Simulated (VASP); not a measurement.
Write the native input for VASP 6.6.1 that does the following.

```
Task                   : single point
Functional             : PBE
Potentials or basis    : VASP PAW PBE potentials, release 64 (Ni, Mo_sv, Pd, Ir, W_sv)
Cutoff                 : 520 eV
k mesh                 : 8 × 8 × 2
Occupations            : fermi-dirac, width 0.05 eV
Spin                   : collinear spin, ferromagnetic start
Starting moments       : [1.0, 1.0, 0.0, 0.6, 0.0] μB
Dipole correction      : no
Further INCAR settings : ALGO = Normal; EDIFF = 1e-06; NBANDS = 40
```

The structure of NiMoIrPdW lies in POSCAR:

```
NiMoIrPdW
1.0
    2.3601276048     -1.4408596140      0.0091200017
    2.3601276048      1.4408596140      0.0091200017
   -2.2206096973      0.0000000000     10.9960847573
Ni Mo Pd Ir W
1 1 1 1 1
Direct
    0.4983800000      0.4983800000      0.2952500000
    0.3177300000      0.3177300000      0.9120700000
    0.2473300000      0.2473300000      0.4906100000
    0.7498200000      0.7498200000      0.1080200000
    0.6867300000      0.6867300000      0.6940600000
```

These files were run (other wordings do the same):

INCAR

```
ALGO     = Normal         # electronic algorithm
EDIFF    = 1E-6           # SCF threshold, eV
ENCUT    = 520            # plane-wave cutoff, eV
GGA      = PE             # functional
ISIF     = 2              # what is computed and relaxed
ISMEAR   = -1             # smearing method
ISPIN    = 2              # spin polarisation
LASPH    = True           # aspherical terms in the spheres
LCHARG   = False          # write CHGCAR
LMAXMIX  = 4              # l up to which the mixer works
LORBIT   = 11             # projections on sites
LREAL    = False          # projectors in reciprocal space
LWAVE    = False          # write WAVECAR
MAGMOM   = 1 1 0 0.6 0    # initial moments
NBANDS   = 40             # bands
NELM     = 150            # most SCF steps
PREC     = Accurate       # precision mode
SIGMA    = 0.05           # smearing width, eV
```

KPOINTS

```
k-points
0
Gamma
  8 8 2
```

Potentials or basis: VASP PAW PBE potentials, release 64 (Ni, Mo_sv, Pd, Ir, W_sv).

The run is started by

```sh
$ cat potpaw_PBE.64/Ni/POTCAR potpaw_PBE.64/Mo_sv/POTCAR potpaw_PBE.64/Pd/POTCAR potpaw_PBE.64/Ir/POTCAR potpaw_PBE.64/W_sv/POTCAR > POTCAR
$ mpirun -np 1 vasp_std > vasp.out
```

Results of the run:

| Item | Value |
| --- | --- |
| Pressure | -4.5 GPa |
| Largest force | 0.100 eV/Å |
| Net moment | 0.00 μB per cell |
| Valence electrons inside the program's atomic spheres | Ni 9.11; Mo 12.48; Pd 9.52; Ir 8.28; W 12.00 |

Caveat: the cell stands under tension.

It took 2.9 min on 1 thread of Intel(R) Xeon(R) 6975P-C (Granite Rapids) (shared host), peak memory 0.41 GiB.
